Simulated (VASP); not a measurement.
# Ag (P6_3/mmc) in VASP: relaxation of cell and atoms with r2SCAN

Aim: the relaxation of cell and atoms of Ag with r2SCAN.

Everything below comes from runs of VASP 6.6.1. Logs are shortened: lines on timing, memory, paths and dates and some standing lists are left out, and cuts for length are marked.

## (1) The cell of the first run

It takes space group P6_3/mmc (No. 194, hexagonal). The conventional cell has a = 2.886 Å, b = 2.886 Å, c = 10.000 Å, α = 90.00°, β = 90.00°, γ = 120.00°. Ag (site symmetry -6m2) has 12 Ag at 2.89 to 3.00 Å within 3.8 Å. Within 3.8 Å of Ag (site symmetry -3m) lie 12 Ag at 2.89 to 3.00 Å.

This isn't the form of Ag at room conditions, which is fcc.

## (2) Relaxation of cell and atoms, r2SCAN

File POSCAR:

```
Ag
1.0
    2.8861989086      0.0000000000      0.0000000000
   -1.4430994543      2.4995215753      0.0000000000
    0.0000000000      0.0000000000     10.0000000000
Ag
4
Direct
    0.3333333333      0.6666666667      0.2500000000
    0.6666666667      0.3333333333      0.7500000000
    0.0000000000      0.0000000000      0.0000000000
    0.0000000000      0.0000000000      0.5000000000
```

File INCAR.step1:

```
PREC = Accurate
ENCUT = 600
ISMEAR = -1
SIGMA = 0.1
LREAL = F
LASPH = T
NELM = 80
GGA = PE
ALGO = Normal
EDIFF = 1E-4
LWAVE = T
LCHARG = F
```

File INCAR.step2:

```
PREC = Accurate
ENCUT = 600
EDIFF = 1E-6
ISMEAR = -1
SIGMA = 0.1
LREAL = F
LASPH = T
NELM = 80
ALGO = Normal
ISIF = 3
LWAVE = F
LCHARG = F
METAGGA = R2SCAN
LMIXTAU = T
IBRION = 2
NSW = 80
EDIFFG = -0.01
ISTART = 1
```

File KPOINTS:

```
Automatic mesh
0
Gamma
  13 13 3
```

Potentials or basis: VASP PAW PBE potentials, release 64 (Ag).

The run is started by

```bash
> cat potpaw_PBE.64/Ag/POTCAR > POTCAR
> cp INCAR.step1 INCAR
> mpirun -np 1 vasp_std > vasp.out
> cp INCAR.step2 INCAR
> mpirun -np 1 vasp_std > vasp.out
```

OUTCAR:

```text
PREC = Accurate
   ENCUT = 600
   EDIFF = 1E-6
   ISMEAR = -1
   LREAL = F
   LASPH = T
   NELM = 80
   ISIF = 3
   METAGGA = R2SCAN
   IBRION = 2
   NSW = 80
   EDIFFG = -0.01
   ISTART = 1

 ion  position               nearest neighbor table
   1  0.333  0.667  0.250-   3 3.00   4 3.00   3 3.00   4 3.00   3 3.00   4 3.00
   2  0.667  0.333  0.750-   3 3.00   4 3.00   3 3.00   4 3.00   3 3.00   4 3.00
   3  0.000  0.000  0.000-   1 3.00   2 3.00   2 3.00   1 3.00   2 3.00   1 3.00
   4  0.000  0.000  0.500-   1 3.00   2 3.00   2 3.00   1 3.00   2 3.00   1 3.00

  LATTYP: Found a hexagonal cell.
 ALAT       =     2.8861989086
 C/A-ratio  =     3.4647646668

  Lattice vectors:

 A1 = (   2.8861989086,   0.0000000000,   0.0000000000)
 A2 = (  -1.4430994543,   2.4995215753,   0.0000000000)
 A3 = (   0.0000000000,   0.0000000000,  10.0000000000)

Analysis of symmetry for initial positions (statically):
=====================================================================
 Subroutine PRICEL returns:
 Original cell was already a primitive cell.

 Routine SETGRP: Setting up the symmetry group for a
 hexagonal supercell.

 Subroutine GETGRP returns: Found 24 space group operations
 (whereof 12 operations were pure point group operations)
 out of a pool of 24 trial point group operations.

The static configuration has the point symmetry D_3d.
 The point group associated with its full space group is D_6h.

Analysis of symmetry for dynamics (positions and initial velocities):
=====================================================================
 Subroutine PRICEL returns:
 Original cell was already a primitive cell.

 Routine SETGRP: Setting up the symmetry group for a
 hexagonal supercell.

 Subroutine GETGRP returns: Found 24 space group operations
 (whereof 12 operations were pure point group operations)
 out of a pool of 24 trial point group operations.

The dynamic configuration has the point symmetry D_3d.
 The point group associated with its full space group is D_6h.

 Subroutine INISYM returns: Found 24 space group operations
 (whereof 12 operations are pure point group operations),
 and found     1 'primitive' translations

----------------------------------------------------------------------------------------

                                     Primitive cell

  volume of cell :      72.1412

  direct lattice vectors                    reciprocal lattice vectors
     2.886198909  0.000000000  0.000000000     0.346476467  0.200038281  0.000000000
    -1.443099454  2.499521575  0.000000000     0.000000000  0.400076563  0.000000000
[... 100 lines left out ...]
   NELECT =      44.0000    total number of electrons
   NUPDOWN=      -1.0000    fix difference up-down
   EMIN   =  10.00;   EMAX   =-10.00  energy-range for DOS
   EFERMI =   0.00;   METHOD = LEGACY
   ISMEAR =    -1;   SIGMA  =   0.10  broadening in eV -4-tet -1-fermi 0-gaus
   EFERMI_NEDOS =   21; number of points for ismear=-14 and -15
   IALGO  =     38    algorithm
   IMIX   =      4    mixing-type and parameters
     AMIX     =   0.40;   BMIX     =  1.00
     AMIX_MAG =   1.60;   BMIX_MAG =  1.00
  volume/ion in A,a.u.               =      18.04       121.71
  Fermi-wavevector in a.u.,A,eV,Ry     =   1.388347  2.623595 26.225328  1.927507
  Thomas-Fermi vector in A             =   2.512482
   LORBIT       =      0    0 simple, 1 ext, 2 COOP (PROOUT), +10 PAW based schemes
   METAGGA = R2SCAN    functional components
   LHFCALC =     F    Hartree Fock is set to
   AEXX    =    0.0000 exact exchange contribution
   IVDW    =     0    specifies the selected vdW correction
   LEPSILON=     F    determine dielectric tensor
   LRPA    =     F    only Hartree local field effects (RPA)
 conjugate gradient relaxation of ions
 non-spin polarized calculation
  energy-cutoff  :      600.00
  volume of cell :       72.14
 maximum number of plane-waves:      2420
 NGX is ok and might be reduce to    24
   NGX = 11   NGY = 11   NGZ = 39

--------------------------------------- Ionic step        1  -------------------------------------------

 number of electron      43.9999999 magnetization

 Free energy of the ion-electron system (eV)
  ---------------------------------------------------
  ext. energy  EPLUGINS =         0.00000000
  ---------------------------------------------------
  free energy    TOTEN  =       -85.37840958 eV

  energy without entropy =      -85.34298595  energy(sigma->0) =      -85.36069776

------------------------ aborting loop because EDIFF is reached ----------------------------------------

  FORCE on cell =-STRESS in cart. coord.  units (eV):
  Direction    XX          YY          ZZ          XY          YZ          ZX
  --------------------------------------------------------------------------------------
  -------------------------------------------------------------------------------------
  Total       -0.9656388     -0.9656388     -2.7220873      0.0000000      0.0000000      0.0000000
  in kB      -21.4457947    -21.4457947    -60.4546187      0.0000000      0.0000000      0.0000000
  external PRESSURE =     -34.4487360 kB  Pullay stress =       0.0000000 kB
[... 253 lines left out ...]
--------------------------------------- Ionic step        8  -------------------------------------------

 number of electron      43.9999988 magnetization

 Free energy of the ion-electron system (eV)
  ---------------------------------------------------
  ext. energy  EPLUGINS =         0.00000000
  ---------------------------------------------------
  free energy    TOTEN  =       -85.44065325 eV

  energy without entropy =      -85.40323784  energy(sigma->0) =      -85.42194555

 E-fermi :   8.4003     XC(G=0): -12.8630

 val. band max:        8.3183101674   @ k =   0.0769   0.0000   0.0000
 cond. band min:       8.4279543192   @ k =   0.2308   0.2308   0.0000
 fundamental gap:      0.1096441518
 Fermi energy:         8.4002972606

 k-point     1 :       0.0000    0.0000    0.0000
  band No.  band energies     occupation
      1       0.3795      2.00000
      2       1.5777      2.00000
      3       1.6667      2.00000
      4       1.6673      2.00000
      5       3.0822      2.00000
      6       3.1253      2.00000
[... 685 lines left out ...]
     25      13.6757      0.00000
     26      16.6354      0.00000

 [... further k-points ...]

------------------------ aborting loop because EDIFF is reached ----------------------------------------

  FORCE on cell =-STRESS in cart. coord.  units (eV):
  Direction    XX          YY          ZZ          XY          YZ          ZX
  --------------------------------------------------------------------------------------
  -------------------------------------------------------------------------------------
  Total        0.0125594      0.0125594     -0.0067059      0.0000000      0.0000000      0.0000000
  in kB        0.2906059      0.2906059     -0.1551650      0.0000000      0.0000000      0.0000000
  external PRESSURE =       0.1420156 kB  Pullay stress =       0.0000000 kB
[... 19 lines left out ...]
  FREE ENERGIE OF THE ION-ELECTRON SYSTEM (eV)
  ---------------------------------------------------
  free  energy   TOTEN  =       -85.4406532541 eV

  energy  without entropy=      -85.4032378403  energy(sigma->0) =      -85.42194555

 reached required accuracy - stopping structural energy minimisation
```

OSZICAR.step1:

```text
N       E                     dE             d eps       ncg     rms          rms(c)
DAV:   1     0.313644592817E+03    0.31364E+03   -0.25063E+04  2192   0.187E+03
DAV:   2    -0.453478173878E+01   -0.31818E+03   -0.30651E+03  2260   0.384E+02
DAV:   3    -0.117589538325E+02   -0.72242E+01   -0.71715E+01  2396   0.621E+01
DAV:   4    -0.118015058549E+02   -0.42552E-01   -0.42523E-01  2306   0.461E+00
DAV:   5    -0.118018398993E+02   -0.33404E-03   -0.33404E-03  2278   0.458E-01    0.907E+00
DAV:   6    -0.108834361935E+02    0.91840E+00   -0.34420E+00  2214   0.159E+01    0.604E+00
DAV:   7    -0.108598264011E+02    0.23610E-01   -0.44314E-02  2252   0.140E+00    0.346E+00
DAV:   8    -0.108503378705E+02    0.94885E-02   -0.26118E-03  2242   0.404E-01    0.112E-01
DAV:   9    -0.108503649336E+02   -0.27063E-04   -0.61757E-05  1258   0.637E-02
   1 F= -.10850365E+02 E0= -.10832327E+02  d E =-.360761E-01
```

Run time: 12 min. Hardware: 1 thread of Intel Xeon 6975P-C (Granite Rapids), shared host; peak memory 0.26 GiB.

Results:

```
Free energy                           : -85.4407 eV
Relaxed volume                        : 17.31 Å³/atom
Relaxed cell                          : a = 2.891 Å, b = 2.891 Å, c = 9.563 Å, α = 90.00°, β = 90.00°, γ = 120.00°
Space group after relaxing (to 0.1 Å) : P6_3/mmc (No. 194)
Energy gained by relaxing             : 15.6 meV/atom
Ionic steps                           : 8
Pressure after relaxing               : 0.0 GPa
Band gap on the k mesh                : zero (bands 22 and 23 overlap by 6.99 eV)
```

Step by step:
```csv
step,energy change (eV),largest force (eV/Å),pressure (GPa),volume (Å³)
1,0.0000,0.0000,-3.44,72.14
2,-0.0461,0.0000,1.88,68.16
3,-0.0485,0.0000,0.81,68.84
4,-0.0606,0.0000,0.39,69.01
5,-0.0621,0.0000,0.24,69.10
6,-0.0621,0.0000,0.24,69.09
7,-0.0622,0.0000,-0.18,69.36
8,-0.0622,0.0000,0.01,69.24
```

Final structure:
```
Ag
1.0
     2.89145    0.00000    0.00000
    -1.44573    2.50407    0.00000
     0.00000    0.00000    9.56341
Ag
4
Direct
  0.33333 0.66667 0.25000
  0.66667 0.33333 0.75000
  0.00000 0.00000 0.00000
  0.00000 0.00000 0.50000
```

Levels at points of the mesh, in eV from the Fermi level:
| k point | band 18 | band 19 | band 20 | band 21 | band 22 | band 23 | band 24 | band 25 | band 26 |
| --- | --- | --- | --- | --- | --- | --- | --- | --- | --- |
| (0.00, 0.00, 0.00) | -4.09 | -4.09 | -3.90 | -3.90 | -3.52 | -3.52 | -0.56 | 3.27 | 10.97 |

Caveat: the PAW data sets were made with another functional, which shifts forces and pressure a little.

The gap in the log of VASP goes by the Fermi energy; the results here count the filled bands.